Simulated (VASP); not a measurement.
A run of VASP 6.6.1 is set up as follows.

INCAR

```
PREC = Accurate
ENCUT = 600
EDIFF = 1E-7
ISMEAR = -1
SIGMA = 0.1
LREAL = F
LASPH = T
NELM = 100
ALGO = Normal
ISIF = 3
LWAVE = F
LCHARG = F
GGA = PE
IBRION = 2
NSW = 80
EDIFFG = -0.01
```

File KPOINTS:

```
regular mesh
0
Gamma
  7 7 4
```

File POSCAR:

```
CuO
1.0
    2.3418500000     -1.7113000000      0.0000000000
    2.3418500000      1.7113000000      0.0000000000
   -0.8500274300      0.0000000000      5.0578693900
Cu O
2 2
Direct
    0.0000000000      0.5000000000      0.0000000000
    0.5000000000      0.0000000000      0.5000000000
    0.5816000000      0.4184000000      0.2500000000
    0.4184000000      0.5816000000      0.7500000000
```

Potentials or basis: VASP PAW PBE potentials, release 64 (Cu, O).

The run is started by

```console
$ cat potpaw_PBE.64/Cu/POTCAR potpaw_PBE.64/O/POTCAR > POTCAR
$ mpirun -np 1 vasp_std > vasp.out
```

(1) Estimate the relaxed volume.

(2) Predict the band gap on the k mesh.

(3) Estimate the relaxed cell.

## Answers

(1) 11.19 Å³/atom.

(2) zero (band 17 reaches 5.34 eV, above the bottom of band 18 at 4.27 eV).

(3) a = 2.944 Å, b = 2.944 Å, c = 5.176 Å, α = 90.29°, β = 90.29°, γ = 86.52°.

Caveat: the volume moved by +10 % from the deposited cell, more than functionals usually miss; semilocal functionals often make such compounds metallic where correlation or magnetic order opens a gap, which also shifts bond lengths.
